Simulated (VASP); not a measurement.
Here is a VASP 6.6.1 calculation.

File INCAR:

```
  PREC = Accurate
  ENCUT = 520
  EDIFF = 1E-7
  ISMEAR = -1
  SIGMA = 0.05
  LREAL = False
  LASPH = True
  NELM = 60
  ALGO = Normal
  ISIF = 2
  LWAVE = False
  LCHARG = False
  GGA = PE
  NBANDS = 18
```

Contents of KPOINTS:

```
regular mesh
0
Gamma
  10 10 8
```

File POSCAR:

```
Si2W
1.0
    3.9264368378      0.0000000000      0.0000000000
   -1.9632184189      3.4003940479      0.0000000000
    0.0000000000      0.0000000000      2.4596675761
W Si
1 2
Direct
    0.0000000000      0.0000000000      0.0000000000
    0.3333333333      0.6666666667      0.5000000000
    0.6666666667      0.3333333333      0.5000000000
```

Potentials or basis: VASP PAW PBE potentials, release 64 (W_sv, Si).

Command:

```sh
$ cat potpaw_PBE.64/W_sv/POTCAR potpaw_PBE.64/Si/POTCAR > POTCAR
$ mpirun -np 1 vasp_std > vasp.out
```

(1) Estimate the pressure.

(2) What does it give for the band gap on the k mesh?

Results:

(1) 80.7 GPa.

(2) zero (band 11 reaches 17.23 eV, above the bottom of band 12 at 13.25 eV).

Caveat: spin-orbit coupling is left out, which moves the levels of the heavy elements.
